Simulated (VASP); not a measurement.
# V (P1) in VASP: notebook

V is run at these levels: PBEsol; tasks: single point.

Everything below comes from runs of VASP 6.6.1. Logs are shortened: lines on timing, memory, paths and dates and some standing lists are left out, and cuts for length are marked.

### 1 The cell of the first run

The typed cell holds 16 atoms: a = 6.040 Å, b = 6.040 Å, c = 6.040 Å, α = 90.00°, β = 90.00°, γ = 90.00°.

### 2 Single point, PBEsol

INCAR

```
PREC = Accurate ; ENCUT = 520
EDIFF = 1E-7 ; ISMEAR = -1
SIGMA = 0.17 ; LREAL = Auto
LASPH = T ; NELM = 100
ALGO = Normal ; ISIF = 2
LWAVE = F ; LCHARG = F
GGA = PS ; NBANDS = 118
```

KPOINTS

```
regular mesh
0
Gamma
  2 2 2
```

POSCAR

```
V
1.0
    6.0400000000      0.0000000000      0.0000000000
    0.0000000000      6.0400000000      0.0000000000
    0.0000000000      0.0000000000      6.0400000000
V
16
Direct
   -0.0135264901      0.0550165563      0.0199006623
    0.4925662252      0.0742218543      0.0563907285
   -0.0081291391      0.5675993377      0.0241390728
   -0.0402649007      0.0328476821      0.5846523179
    0.1924668874      0.3018543046      0.2791390728
    0.5026158940      0.5161258278      0.0624834437
    0.4770860927      0.0944370861      0.5583609272
    0.7184768212      0.2860596026      0.3399006623
   -0.0485761589      0.6164403974      0.5901986755
    0.2310264901      0.7982947020      0.3217880795
    0.2017880795      0.2920529801      0.7967052980
    0.4598178808      0.5357615894      0.5472516556
    0.7385430464      0.7838576159      0.2724006623
    0.7391059603      0.3207119205      0.8128807947
    0.2579139073      0.7984933775      0.7982119205
    0.6707119205      0.7707119205      0.8440728477
```

Potentials or basis: VASP PAW PBE potentials, release 64 (V_sv).

On the command line:

```
cat potpaw_PBE.64/V_sv/POTCAR > POTCAR
mpirun -np 1 vasp_std > vasp.out
```

OUTCAR:

```text
PREC = Accurate
   ENCUT = 520
   EDIFF = 1E-7
   ISMEAR = -1
   LREAL = Auto
   LASPH = T
   NELM = 100
   ISIF = 2
   GGA = PS

 ion  position               nearest neighbor table
   1  0.986  0.055  0.020-  11 2.36   5 2.49  14 2.52  15 2.62   4 2.64  13 2.69  16 2.78  10 2.81
                             8 2.88
   2  0.493  0.074  0.056-  16 2.48   8 2.54  14 2.57  13 2.64   5 2.64   6 2.67  15 2.69  11 2.70
                            10 2.80
   3  0.992  0.568  0.024-  14 2.49  11 2.50  13 2.51  15 2.53   5 2.53  16 2.54   9 2.65  10 2.69

   4  0.960  0.033  0.585-  11 2.50   9 2.52   8 2.58  14 2.59  15 2.63   1 2.64  10 2.69  13 2.76
                            16 2.83   5 2.83
   5  0.192  0.302  0.279-   1 2.49   3 2.53   6 2.63   2 2.64  12 2.69   7 2.71   4 2.83   8 2.89
                            11 2.92
   6  0.503  0.516  0.062-  16 2.27  14 2.39  13 2.50   8 2.54   5 2.63   2 2.67  15 2.76  11 2.78
                            10 2.84
   7  0.477  0.094  0.558-   8 2.28  11 2.50  14 2.60  15 2.65  12 2.67   5 2.71  10 2.73  16 2.86

   8  0.718  0.286  0.340-   7 2.28  12 2.51   2 2.54   6 2.54   4 2.58  14 2.87   9 2.87   1 2.88
                             5 2.89
   9  0.951  0.616  0.590-  16 2.47  15 2.49   4 2.52  13 2.52  14 2.58  10 2.59   3 2.65  11 2.77
                             8 2.87
  10  0.231  0.798  0.322-  12 2.51   9 2.59   4 2.69   3 2.69   7 2.73   2 2.80   1 2.81   6 2.84
                            15 2.88
  11  0.202  0.292  0.797-   1 2.36   4 2.50   7 2.50   3 2.50  12 2.62   2 2.70   9 2.77   6 2.78
                            14 2.80   5 2.92
  12  0.460  0.536  0.547-  10 2.51   8 2.51  15 2.51  16 2.62  11 2.62  14 2.67   7 2.67   5 2.69
                            13 2.80
  13  0.739  0.784  0.272-   6 2.50   3 2.51   9 2.52  16 2.62   2 2.64   1 2.69   4 2.76  12 2.80

  14  0.739  0.321  0.813-   6 2.39   3 2.49   1 2.52   2 2.57   9 2.58   4 2.59   7 2.60  12 2.67
                            16 2.76  11 2.80   8 2.87
  15  0.258  0.798  0.798-   9 2.49  12 2.51  16 2.51   3 2.53   1 2.62   4 2.63   7 2.65   2 2.69
                             6 2.76  10 2.88
  16  0.671  0.771  0.844-   6 2.27   9 2.47   2 2.48  15 2.51   3 2.54  12 2.62  13 2.62  14 2.76
                             1 2.78   4 2.83   7 2.86

  LATTYP: Found a simple cubic cell.
 ALAT       =     6.0400000000

  Lattice vectors:

 A1 = (   6.0400000000,   0.0000000000,   0.0000000000)
 A2 = (   0.0000000000,   6.0400000000,   0.0000000000)
 A3 = (   0.0000000000,   0.0000000000,   6.0400000000)

Analysis of symmetry for initial positions (statically):
=====================================================================
 Subroutine PRICEL returns:
 Original cell was already a primitive cell.

 Routine SETGRP: Setting up the symmetry group for a
 simple cubic supercell.

 Subroutine GETGRP returns: Found  1 space group operations
 (whereof  1 operations were pure point group operations)
 out of a pool of 48 trial point group operations.

The static configuration has the point symmetry C_1 .

Analysis of symmetry for dynamics (positions and initial velocities):
=====================================================================
 Subroutine PRICEL returns:
 Original cell was already a primitive cell.

 Routine SETGRP: Setting up the symmetry group for a
 simple cubic supercell.

 Subroutine GETGRP returns: Found  1 space group operations
 (whereof  1 operations were pure point group operations)
 out of a pool of 48 trial point group operations.

The dynamic configuration has the point symmetry C_1 .

 Subroutine INISYM returns: Found  1 space group operations
 (whereof  1 operations are pure point group operations),
 and found     1 'primitive' translations

----------------------------------------------------------------------------------------

                                     Primitive cell

  volume of cell :     220.3489

  direct lattice vectors                    reciprocal lattice vectors
     6.040000000  0.000000000  0.000000000     0.165562914  0.000000000  0.000000000
     0.000000000  6.040000000  0.000000000     0.000000000  0.165562914  0.000000000
     0.000000000  0.000000000  6.040000000     0.000000000  0.000000000  0.165562914

  length of vectors
     6.040000000  6.040000000  6.040000000     0.165562914  0.165562914  0.165562914

  position of ions in fractional coordinates (direct lattice)
     0.986473510  0.055016556  0.019900662
     0.492566225  0.074221854  0.056390728
     0.991870861  0.567599338  0.024139073
     0.959735099  0.032847682  0.584652318
     0.192466887  0.301854305  0.279139073
     0.502615894  0.516125828  0.062483444
[... 8 lines left out ...]
     0.257913907  0.798493378  0.798211921
     0.670711920  0.770711920  0.844072848

  ion indices of the primitive-cell ions
   primitive index   ion index
                 1           1
                 2           2
                 3           3
                 4           4
                 5           5
                 6           6
[... 8 lines left out ...]
                15          15
                16          16

----------------------------------------------------------------------------------------

 KPOINTS: regular mesh

Automatic generation of k-mesh.
 Grid dimensions read from file:
 generate k-points for:    2    2    2

 Generating k-lattice:

  Cartesian coordinates                     Fractional coordinates (reciprocal lattice)
     0.082781457  0.000000000  0.000000000     0.500000000  0.000000000  0.000000000
     0.000000000  0.082781457  0.000000000     0.000000000  0.500000000  0.000000000
     0.000000000  0.000000000  0.082781457     0.000000000  0.000000000  0.500000000

  Length of vectors
     0.082781457  0.082781457  0.082781457

  Shift w.r.t. Gamma in fractional coordinates (k-lattice)
     0.000000000  0.000000000  0.000000000

 Subroutine IBZKPT returns following result:
 ===========================================

 Found      8 irreducible k-points:

 Following reciprocal coordinates:
            Coordinates               Weight
  0.000000  0.000000  0.000000      1.000000
  0.500000  0.000000  0.000000      1.000000
  0.000000  0.500000  0.000000      1.000000
  0.000000  0.000000  0.500000      1.000000
  0.500000  0.500000  0.000000      1.000000
  0.000000  0.500000  0.500000      1.000000
  0.500000  0.000000  0.500000      1.000000
  0.500000  0.500000  0.500000      1.000000
   k-points           NKPTS =      8   k-points in BZ     NKDIM =      8   number of bands    NBANDS=    118
   number of dos      NEDOS =    301   number of ions     NIONS =     16
   total plane-waves  NPLWV = 110592
   dimension x,y,z NGX =    48 NGY =   48 NGZ =   48
   dimension x,y,z NGXF=    96 NGYF=   96 NGZF=   96
   ions per type =              16
   NGX,Y,Z   is equivalent  to a cutoff of  13.21, 13.21, 13.21 a.u.
   NGXF,Y,Z  is equivalent  to a cutoff of  26.42, 26.42, 26.42 a.u.
 SYSTEM =  unknown system
   PREC   = accura    normal or accurate (medium, high low for compatibility)
   ISTART =      0    job   : 0-new  1-cont  2-samecut
   ICHARG =      2    charge: 1-file 2-atom 10-const
   ISPIN  =      1    spin polarized calculation?
   LNONCOLLINEAR =      F non collinear calculations
   LSORBIT =      F    spin-orbit coupling
   LASPH  =      T    aspherical Exc in radial PAW
   ENCUT  =  520.0 eV  38.22 Ry    6.18 a.u.  11.23 11.23 11.23*2*pi/ulx,y,z
   NELM   =    100;   NELMIN=  2; NELMDL= -5     # of ELM steps
   EDIFF  = 0.1E-06   stopping-criterion for ELM
   LREAL  =      T    real-space projection
   EDIFFG = 0.1E-05   stopping-criterion for IOM
   NSW    =      0    number of steps for IOM
   IBRION =     -1    ionic relax: 0-MD 1-quasi-New 2-CG
   NFREE  =      0    steps in history (QN), initial steepest desc. (CG)
   ISIF   =      2    stress and relaxation
   ISYM   =      2    0-nonsym 1-usesym 2-fastsym
   POTIM  = 0.5000    time-step for ionic-motion
   TEBEG  =    0.0;   TEEND  =   0.0 temperature during run
   PSTRESS=    0.0 pullay stress
   NELECT =     208.0000    total number of electrons
   NUPDOWN=      -1.0000    fix difference up-down
   EMIN   =  10.00;   EMAX   =-10.00  energy-range for DOS
   EFERMI =   0.00;   METHOD = LEGACY
   ISMEAR =    -1;   SIGMA  =   0.17  broadening in eV -4-tet -1-fermi 0-gaus
   EFERMI_NEDOS =   21; number of points for ismear=-14 and -15
   IALGO  =     38    algorithm
   IMIX   =      4    mixing-type and parameters
     AMIX     =   0.40;   BMIX     =  1.00
     AMIX_MAG =   1.60;   BMIX_MAG =  1.00
  volume/ion in A,a.u.               =      13.77        92.94
  Fermi-wavevector in a.u.,A,eV,Ry     =   1.605927  3.034761 35.089425  2.579000
  Thomas-Fermi vector in A             =   2.702195
   LORBIT       =      0    0 simple, 1 ext, 2 COOP (PROOUT), +10 PAW based schemes
   GGA     = PS    functional components
   LHFCALC =     F    Hartree Fock is set to
   AEXX    =    0.0000 exact exchange contribution
   IVDW    =     0    specifies the selected vdW correction
   LEPSILON=     F    determine dielectric tensor
   LRPA    =     F    only Hartree local field effects (RPA)
 non-spin polarized calculation
  energy-cutoff  :      520.00
  volume of cell :      220.35
 maximum number of plane-waves:      6031
 NGX is ok and might be reduce to    48
   NGX = 23   NGY = 23   NGZ = 23

 number of electron     207.9999994 magnetization

 Free energy of the ion-electron system (eV)
  ---------------------------------------------------
  ext. energy  EPLUGINS =         0.00000000
  ---------------------------------------------------
  free energy    TOTEN  =      -152.15305945 eV

  energy without entropy =     -150.03154043  energy(sigma->0) =     -151.09229994

 E-fermi :   9.4703     XC(G=0): -12.8978

 val. band max:        9.4689633032   @ k =   0.0000   0.0000   0.5000
 cond. band min:       9.4814782080   @ k =   0.0000   0.5000   0.5000
 fundamental gap:      0.0125149048
 Fermi energy:         9.4703073729

 k-point     1 :       0.0000    0.0000    0.0000
  band No.  band energies     occupation
      1     -54.2281      2.00000
      2     -54.1564      2.00000
      3     -54.1184      2.00000
      4     -54.0827      2.00000
      5     -54.0649      2.00000
      6     -54.0426      2.00000
[... 941 lines left out ...]
    115      10.9205      0.00039
    116      10.9494      0.00033
 [bands above 116 left out]

------------------------ aborting loop because EDIFF is reached ----------------------------------------

  FORCE on cell =-STRESS in cart. coord.  units (eV):
  Direction    XX          YY          ZZ          XY          YZ          ZX
  --------------------------------------------------------------------------------------
  -------------------------------------------------------------------------------------
  Total       -5.7558466     -5.7229165     -5.4330311     -0.3845041     -0.1512909      0.5055175
  in kB      -41.8513021    -41.6118643    -39.5040804     -2.7957656     -1.1000501      3.6756654
  external PRESSURE =     -40.9890823 kB  Pullay stress =       0.0000000 kB

 VOLUME and BASIS-vectors are now :
 -----------------------------------------------------------------------------
  energy-cutoff  :      520.00
  volume of cell :      220.35
      direct lattice vectors                 reciprocal lattice vectors
     6.040000000  0.000000000  0.000000000     0.165562914  0.000000000  0.000000000
     0.000000000  6.040000000  0.000000000     0.000000000  0.165562914  0.000000000
     0.000000000  0.000000000  6.040000000     0.000000000  0.000000000  0.165562914

 POSITION                                       TOTAL-FORCE (eV/Angst)
 -----------------------------------------------------------------------------------
      5.95830      0.33230      0.12020        -0.136264     -0.659234      1.736185
      2.97510      0.44830      0.34060        -0.812827     -0.931271      0.481099
      5.99090      3.42830      0.14580        -0.015947     -0.700798      1.530288
      5.79680      0.19840      3.53130         0.140596      0.545220     -1.372276
      1.16250      1.82320      1.68600         0.824226      0.018069      1.091407
      3.03580      3.11740      0.37740        -1.862817      0.707276      0.506056
[... 8 lines left out ...]
      1.55780      4.82290      4.82120        -0.411225      0.657239      0.186890
      4.05110      4.65510      5.09820         1.442294      1.560622     -1.250344
 -----------------------------------------------------------------------------------
    total drift:                                0.002831     -0.002082      0.006532

  FREE ENERGIE OF THE ION-ELECTRON SYSTEM (eV)
  ---------------------------------------------------
  free  energy   TOTEN  =      -152.1530594543 eV

  energy  without entropy=     -150.0315404341  energy(sigma->0) =     -151.09229994
```

Run time: 18 min. Hardware: 1 thread of Intel Xeon 8259CL, shared host; peak memory 0.41 GiB.

Results:

```yaml
Free_energy: -152.1531 eV
Pressure: -4.1 GPa
Largest_force: 2.466 eV/Å
Band_gap_on_the_k_mesh: zero (band 104 reaches 9.88 eV, above the bottom of band 105 at 9.09 eV)
```

Forces on the atoms (eV/Å):
```
V   -0.136 -0.659  1.736
V   -0.813 -0.931  0.481
V   -0.016 -0.701  1.530
V    0.141  0.545 -1.372
V    0.824  0.018  1.091
V   -1.863  0.707  0.506
V   -0.690 -1.973 -0.270
V    0.964  0.614 -1.344
V    0.468 -1.729 -1.383
V    0.030  0.526 -1.099
V    1.222  0.830 -0.006
V    0.013  0.565  0.008
V   -0.352  0.883  1.523
V   -0.824 -0.914 -0.339
V   -0.411  0.657  0.187
V    1.442  1.561 -1.250
```

Stress tensor (GPa, compression positive):
```
-4.19 -0.28  0.37
-0.28 -4.16 -0.11
 0.37 -0.11 -3.95
```

Caveat: the k points lie up to 0.52 Å⁻¹ apart; the PAW data sets were made with another functional, which shifts forces and pressure a little.

### 3 Single point, PBEsol

INCAR

```
PREC = Accurate
ENCUT = 520
EDIFF = 1E-7
ISMEAR = -1
SIGMA = 0.17
LREAL = Auto
LASPH = True
NELM = 100
ALGO = Normal
ISIF = 2
LWAVE = False
LCHARG = False
GGA = PS
NBANDS = 118
```

KPOINTS is that of step 2.

POSCAR

```
V
1.0
    6.0400000000      0.0000000000      0.0000000000
    0.0000000000      6.0400000000      0.0000000000
    0.0000000000      0.0000000000      6.0400000000
V
16
Direct
   -0.0368377483      0.0463410596      0.1230960265
    0.4927152318      0.0083774834      0.0997516556
   -0.0676655629      0.5071688742      0.1011589404
    0.0063410596      0.0506291391      0.6069867550
    0.2418874172      0.2762417219      0.3288410596
    0.4608940397      0.5241556291      0.0905132450
    0.5491390728      0.0064403974      0.5544370861
    0.7385264901      0.2964072848      0.3832284768
    0.0110099338      0.5391059603      0.6123178808
    0.2013410596      0.7672847682      0.3021523179
    0.2597682119      0.2401324503      0.8309602649
    0.4562086093      0.5350000000      0.5707119205
    0.7274172185      0.7844039735      0.3787913907
    0.7026324503      0.2560430464      0.8703973510
    0.2462582781      0.8027317881      0.8130298013
    0.7371357616      0.7871688742      0.8326655629
```

Potentials or basis: VASP PAW PBE potentials, release 64 (V_sv).

On the command line:

```
cat potpaw_PBE.64/V_sv/POTCAR > POTCAR
mpirun -np 1 vasp_std > vasp.out
```

Run time: 18 min. Hardware: 1 thread of Intel Xeon 8259CL, shared host; peak memory 0.41 GiB.

It converged, with:

```
Free energy            : -152.5228 eV
Pressure               : -5.6 GPa
Largest force          : 4.226 eV/Å
Band gap on the k mesh : zero (band 104 reaches 9.88 eV, above the bottom of band 105 at 8.94 eV)
```

Forces in eV/Å, atoms in the order of the input:
```
V    0.753 -0.489 -1.105
V   -0.601  0.227 -0.156
V    1.235  0.821 -0.335
V   -0.286 -0.733 -0.415
V   -0.519  0.093  0.330
V    0.085 -0.056 -0.461
V   -3.352  1.473  2.110
V    0.076 -0.127 -1.247
V   -0.768 -0.311 -0.122
V    0.802  0.226  0.920
V   -0.628  1.315  0.623
V    0.873 -0.269  0.787
V    1.440 -1.475 -2.378
V    1.228  1.088 -0.522
V   -0.580 -0.994  0.865
V    0.243 -0.787  1.107
```

Stress tensor (GPa, compression positive):
```
-6.14 -0.17 -0.43
-0.17 -4.35 -0.15
-0.43 -0.15 -6.22
```

Levels at points of the mesh, in eV from the Fermi level:
```tsv
k point	band 101	band 102	band 103	band 104	band 105	band 106	band 107	band 108
(0.00, 0.00, 0.00)	0.21	0.35	0.36	0.44	0.56	0.58	0.62	0.63
(0.50, 0.00, 0.00)	-0.15	-0.10	0.03	0.07	0.12	0.15	0.22	0.31
(0.00, 0.50, 0.00)	-0.22	-0.10	-0.08	0.03	0.12	0.14	0.34	0.36
(0.00, 0.00, 0.50)	-0.14	-0.12	0.01	0.06	0.20	0.23	0.28	0.38
(0.50, 0.50, 0.00)	-0.36	-0.32	-0.29	-0.22	-0.12	0.04	0.08	0.32
(0.00, 0.50, 0.50)	-0.37	-0.32	-0.28	-0.18	-0.10	-0.05	0.13	0.18
(0.50, 0.00, 0.50)	-0.42	-0.36	-0.29	-0.23	-0.15	-0.04	0.15	0.21
(0.50, 0.50, 0.50)	-0.65	-0.63	-0.56	-0.51	-0.50	-0.35	-0.30	-0.29
```

Caveat: the k points lie up to 0.52 Å⁻¹ apart; the PAW data sets were made with another functional, which shifts forces and pressure a little.

(Continued in part 2 of 2.)
